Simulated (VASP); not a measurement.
# ZnS in VASP: notebook, part 2 of 2

VASP 6.6.1. Earlier steps stand in the parts before.

## (5) Single point, PBE

This run uses another cell than the first one, of 18.20 Å³/atom, 0.852 times its volume.

Contents of INCAR:

```
SYSTEM = ZnS
PREC = Accurate
ENCUT = 500
EDIFF = 1E-6
ISMEAR = 0
SIGMA = 0.01
LREAL = .FALSE.
LASPH = .TRUE.
NELM = 120
ALGO = Normal
ISIF = 2
LWAVE = .FALSE.
LCHARG = .TRUE.
GGA = PE
LELF = .TRUE.
LVHAR = .TRUE.
NBANDS = 16
GGA_COMPAT = .FALSE.
```

Contents of KPOINTS:

```
regular mesh
0
G
  3 3 3
  0 0 0
```

Contents of POSCAR:

```
ZnS
1.0
    0.0000000000      2.6303664805      2.6303664805
    2.6303664805      0.0000000000      2.6303664805
    2.6303664805      2.6303664805      0.0000000000
Zn S
1 1
Direct
    0.0000000000      0.0000000000      0.0000000000
    0.2500000000      0.2500000000      0.2500000000
```

Potentials or basis: VASP PAW PBE potentials, release 64 (Zn, S).

The run is started by

```sh
> cat potpaw_PBE.64/Zn/POTCAR potpaw_PBE.64/S/POTCAR > POTCAR
> mpirun -np 1 vasp_std > vasp.out
```

OUTCAR:

```text
SYSTEM = ZnS
   PREC = Accurate
   ENCUT = 500
   EDIFF = 1E-6
   ISMEAR = 0
   LREAL = .FALSE.
   LASPH = .TRUE.
   NELM = 120
   ISIF = 2
   GGA = PE

 ion  position               nearest neighbor table
   1  0.000  0.000  0.000-   2 2.28   2 2.28   2 2.28   2 2.28
   2  0.250  0.250  0.250-   1 2.28   1 2.28   1 2.28   1 2.28

  LATTYP: Found a face centered cubic cell.
 ALAT       =     5.2607329610

  Lattice vectors:

 A1 = (   0.0000000000,   2.6303664805,   2.6303664805)
 A2 = (   2.6303664805,   0.0000000000,   2.6303664805)
 A3 = (   2.6303664805,   2.6303664805,   0.0000000000)

Analysis of symmetry for initial positions (statically):
=====================================================================
 Subroutine PRICEL returns:
 Original cell was already a primitive cell.

 Routine SETGRP: Setting up the symmetry group for a
 face centered cubic supercell.

 Subroutine GETGRP returns: Found 24 space group operations
 (whereof 24 operations were pure point group operations)
 out of a pool of 48 trial point group operations.

The static configuration has the point symmetry T_d .

Analysis of symmetry for dynamics (positions and initial velocities):
=====================================================================
 Subroutine PRICEL returns:
 Original cell was already a primitive cell.

 Routine SETGRP: Setting up the symmetry group for a
 face centered cubic supercell.

 Subroutine GETGRP returns: Found 24 space group operations
 (whereof 24 operations were pure point group operations)
 out of a pool of 48 trial point group operations.

The dynamic configuration has the point symmetry T_d .

 Subroutine INISYM returns: Found 24 space group operations
 (whereof 24 operations are pure point group operations),
 and found     1 'primitive' translations

----------------------------------------------------------------------------------------

                                     Primitive cell

  volume of cell :      36.3981

  direct lattice vectors                    reciprocal lattice vectors
     0.000000000  2.630366481  2.630366481    -0.190087580  0.190087580  0.190087580
     2.630366481  0.000000000  2.630366481     0.190087580 -0.190087580  0.190087580
     2.630366481  2.630366481  0.000000000     0.190087580  0.190087580 -0.190087580

  length of vectors
     3.719899951  3.719899951  3.719899951     0.329241347  0.329241347  0.329241347

  position of ions in fractional coordinates (direct lattice)
     0.000000000  0.000000000  0.000000000
     0.250000000  0.250000000  0.250000000

  ion indices of the primitive-cell ions
   primitive index   ion index
                 1           1
                 2           2

----------------------------------------------------------------------------------------

 KPOINTS: regular mesh

Automatic generation of k-mesh.
 Grid dimensions read from file:
 generate k-points for:    3    3    3

 Generating k-lattice:

  Cartesian coordinates                     Fractional coordinates (reciprocal lattice)
    -0.063362527  0.063362527  0.063362527     0.333333333  0.000000000  0.000000000
     0.063362527 -0.063362527  0.063362527     0.000000000  0.333333333  0.000000000
     0.063362527  0.063362527 -0.063362527     0.000000000  0.000000000  0.333333333

  Length of vectors
     0.109747116  0.109747116  0.109747116

  Shift w.r.t. Gamma in fractional coordinates (k-lattice)
     0.000000000  0.000000000  0.000000000

 Subroutine IBZKPT returns following result:
 ===========================================

 Found      4 irreducible k-points:

 Following reciprocal coordinates:
            Coordinates               Weight
  0.000000  0.000000  0.000000      1.000000
  0.333333  0.000000  0.000000      8.000000
  0.333333  0.333333  0.000000      6.000000
 -0.333333  0.333333  0.000000     12.000000
   k-points           NKPTS =      4   k-points in BZ     NKDIM =      4   number of bands    NBANDS=     16
   number of dos      NEDOS =    301   number of ions     NIONS =      2
   total plane-waves  NPLWV =  21952
   dimension x,y,z NGX =    28 NGY =   28 NGZ =   28
   dimension x,y,z NGXF=    56 NGYF=   56 NGZF=   56
   ions per type =               1   1
   NGX,Y,Z   is equivalent  to a cutoff of  12.51, 12.51, 12.51 a.u.
   NGXF,Y,Z  is equivalent  to a cutoff of  25.03, 25.03, 25.03 a.u.
 SYSTEM =  ZnS
   PREC   = accura    normal or accurate (medium, high low for compatibility)
   ISTART =      0    job   : 0-new  1-cont  2-samecut
   ICHARG =      2    charge: 1-file 2-atom 10-const
   ISPIN  =      1    spin polarized calculation?
   LNONCOLLINEAR =      F non collinear calculations
   LSORBIT =      F    spin-orbit coupling
   LASPH  =      T    aspherical Exc in radial PAW
   ENCUT  =  500.0 eV  36.75 Ry    6.06 a.u.   6.78  6.78  6.78*2*pi/ulx,y,z
   NELM   =    120;   NELMIN=  2; NELMDL= -5     # of ELM steps
   EDIFF  = 0.1E-05   stopping-criterion for ELM
   LREAL  =      F    real-space projection
[... 7 lines left out ...]
   TEBEG  =    0.0;   TEEND  =   0.0 temperature during run
   PSTRESS=    0.0 pullay stress
   NELECT =      18.0000    total number of electrons
   NUPDOWN=      -1.0000    fix difference up-down
   EMIN   =  10.00;   EMAX   =-10.00  energy-range for DOS
   EFERMI =   0.00;   METHOD = LEGACY
   ISMEAR =     0;   SIGMA  =   0.01  broadening in eV -4-tet -1-fermi 0-gaus
   EFERMI_NEDOS =   21; number of points for ismear=-14 and -15
   IALGO  =     38    algorithm
   IMIX   =      4    mixing-type and parameters
     AMIX     =   0.40;   BMIX     =  1.00
     AMIX_MAG =   1.60;   BMIX_MAG =  1.00
  volume/ion in A,a.u.               =      18.20       122.81
  Fermi-wavevector in a.u.,A,eV,Ry     =   1.294611  2.446461 22.803616  1.676019
  Thomas-Fermi vector in A             =   2.426183
   LORBIT       =      0    0 simple, 1 ext, 2 COOP (PROOUT), +10 PAW based schemes
   GGA     = PE    functional components
   LHFCALC =     F    Hartree Fock is set to
   AEXX    =    0.0000 exact exchange contribution
   IVDW    =     0    specifies the selected vdW correction
   LEPSILON=     F    determine dielectric tensor
   LRPA    =     F    only Hartree local field effects (RPA)
 non-spin polarized calculation
 Gauss-broadening in eV      SIGMA  =   0.01
  energy-cutoff  :      500.00
  volume of cell :       36.40
 maximum number of plane-waves:       941
   NGX = 13   NGY = 13   NGZ = 13

 number of electron      18.0000000 magnetization

 Free energy of the ion-electron system (eV)
  ---------------------------------------------------
  ext. energy  EPLUGINS =         0.00000000
  ---------------------------------------------------
  free energy    TOTEN  =        -6.50095958 eV

  energy without entropy =       -6.50095958  energy(sigma->0) =       -6.50095958

 E-fermi :   3.0450     XC(G=0):  -9.9761

 val. band max:        2.9868326820   @ k =   0.0000   0.0000   0.0000
 cond. band min:       5.4344959643   @ k =   0.0000   0.0000   0.0000
 fundamental gap:      2.4476632823
 Fermi energy:         3.0450177608

 k-point     1 :       0.0000    0.0000    0.0000
  band No.  band energies     occupation
      1     -10.7477      2.00000
      2      -3.7889      2.00000
      3      -3.7889      2.00000
      4      -3.7889      2.00000
      5      -3.2029      2.00000
      6      -3.2029      2.00000
[... 8 lines left out ...]
     15      14.7928      0.00000
     16      15.2741      0.00000

 k-point     2 :       0.3333    0.0000    0.0000
  band No.  band energies     occupation
      1      -9.9726      2.00000
      2      -3.6796      2.00000
      3      -3.6796      2.00000
      4      -3.6527      2.00000
      5      -3.1884      2.00000
      6      -3.1884      2.00000
[... 8 lines left out ...]
     15      14.6420      0.00000
     16      15.0541      0.00000

 k-point     3 :       0.3333    0.3333    0.0000
  band No.  band energies     occupation
      1      -9.7110      2.00000
      2      -3.8951      2.00000
      3      -3.5113      2.00000
      4      -3.5113      2.00000
      5      -3.2239      2.00000
      6      -3.1330      2.00000
[... 8 lines left out ...]
     15      16.0960      0.00000
     16      20.6350      0.00000

 k-point     4 :      -0.3333    0.3333    0.0000
  band No.  band energies     occupation
      1      -9.3756      2.00000
      2      -3.6870      2.00000
      3      -3.5035      2.00000
      4      -3.2768      2.00000
      5      -3.1851      2.00000
      6      -2.8960      2.00000
[... 8 lines left out ...]
     15      14.7588      0.00000
     16      20.0455      0.00000

------------------------ aborting loop because EDIFF is reached ----------------------------------------

  FORCE on cell =-STRESS in cart. coord.  units (eV):
  Direction    XX          YY          ZZ          XY          YZ          ZX
  --------------------------------------------------------------------------------------
  -------------------------------------------------------------------------------------
  Total        2.4407620      2.4407620      2.4407620     -0.0000000     -0.0000000      0.0000000
  in kB      107.4378335    107.4378335    107.4378335     -0.0000000     -0.0000000      0.0000000
  external PRESSURE =     107.4378335 kB  Pullay stress =       0.0000000 kB

 VOLUME and BASIS-vectors are now :
 -----------------------------------------------------------------------------
  energy-cutoff  :      500.00
  volume of cell :       36.40
      direct lattice vectors                 reciprocal lattice vectors
     0.000000000  2.630366481  2.630366481    -0.190087580  0.190087580  0.190087580
     2.630366481  0.000000000  2.630366481     0.190087580 -0.190087580  0.190087580
     2.630366481  2.630366481  0.000000000     0.190087580  0.190087580 -0.190087580

 POSITION                                       TOTAL-FORCE (eV/Angst)
 -----------------------------------------------------------------------------------
      0.00000      0.00000      0.00000         0.000000      0.000000      0.000000
      1.31518      1.31518      1.31518        -0.000000     -0.000000     -0.000000
 -----------------------------------------------------------------------------------
    total drift:                                0.000001      0.000001      0.000001

  FREE ENERGIE OF THE ION-ELECTRON SYSTEM (eV)
  ---------------------------------------------------
  free  energy   TOTEN  =        -6.5009595786 eV

  energy  without entropy=       -6.5009595786  energy(sigma->0) =       -6.50095958
```

OSZICAR:

```text
N       E                     dE             d eps       ncg     rms          rms(c)
DAV:   1     0.940107823662E+02    0.94011E+02   -0.90612E+03   128   0.134E+03
DAV:   2    -0.150010053656E+01   -0.95511E+02   -0.88950E+02   160   0.270E+02
DAV:   3    -0.693715996830E+01   -0.54371E+01   -0.54248E+01   136   0.627E+01
DAV:   4    -0.699680972089E+01   -0.59650E-01   -0.59632E-01   168   0.679E+00
DAV:   5    -0.699746941426E+01   -0.65969E-03   -0.65969E-03   136   0.653E-01    0.782E+00
DAV:   6    -0.653101408054E+01    0.46646E+00   -0.81239E-01   200   0.319E+01    0.617E+00
DAV:   7    -0.649993764471E+01    0.31076E-01   -0.30513E-01   152   0.503E+00    0.310E+00
DAV:   8    -0.650030378202E+01   -0.36614E-03   -0.79040E-03   160   0.140E+00    0.917E-01
DAV:   9    -0.650075267494E+01   -0.44889E-03   -0.19685E-03   160   0.361E-01    0.102E-01
DAV:  10    -0.650086905797E+01   -0.11638E-03   -0.15796E-04   144   0.939E-02    0.774E-02
DAV:  11    -0.650096028898E+01   -0.91231E-04   -0.10612E-04   160   0.657E-02    0.521E-02
DAV:  12    -0.650095957860E+01    0.71038E-06   -0.38352E-06   152   0.204E-02
   1 F= -.65009596E+01 E0= -.65009596E+01  d E =-.124181E-17
```

stdout:

```text
POSCAR found type information on POSCAR ZnS
 POSCAR found :  2 types and       2 ions
 scaLAPACK will be used
 LDA part: xc-table for (Slater+PW92), standard interpolation
 POSCAR, INCAR and KPOINTS ok, starting setup
 FFT: planning ... GRIDC
 FFT: planning ... GRID_SOFT
 FFT: planning ... GRID
 WAVECAR not read
 entering main loop
```

It took 9.7 s on 1 thread of Intel Xeon 8259CL, shared host; peak memory 0.15 GiB.

What came out:

```yaml
Free_energy: -6.5010 eV
Pressure: 10.7 GPa
Band_gap_on_the_k_mesh: 2.45 eV, direct
```

Caveat: the k points lie up to 0.69 Å⁻¹ apart. Expect the measured gap to be larger: semilocal functionals such as PBE lack the derivative discontinuity.

## (6) The runs side by side

| cell | k mesh | gap on the mesh (eV) | pressure (GPa) |
| --- | --- | --- | --- |
| a = 3.924 Å, angles 60.0°, 2 atoms | 4 × 4 × 4 | 1.76 | -3.2 |
| a = 3.825 Å, angles 60.0°, 2 atoms | 3 × 3 × 3 | 2.02 | 3.0 |
| a = 3.720 Å, angles 60.0°, 2 atoms | 3 × 3 × 3 | 2.45 | 10.7 |

Alike in all rows: task single point; level PBE; potentials or basis VASP PAW PBE potentials, release 64 (Zn, S); no spin polarisation; cutoff (eV) 500; smearing gaussian 0.01 eV.

Caveats: all runs use coarse meshes.

Total energies depend on the potentials used, so only differences within one code and one set of settings carry meaning.
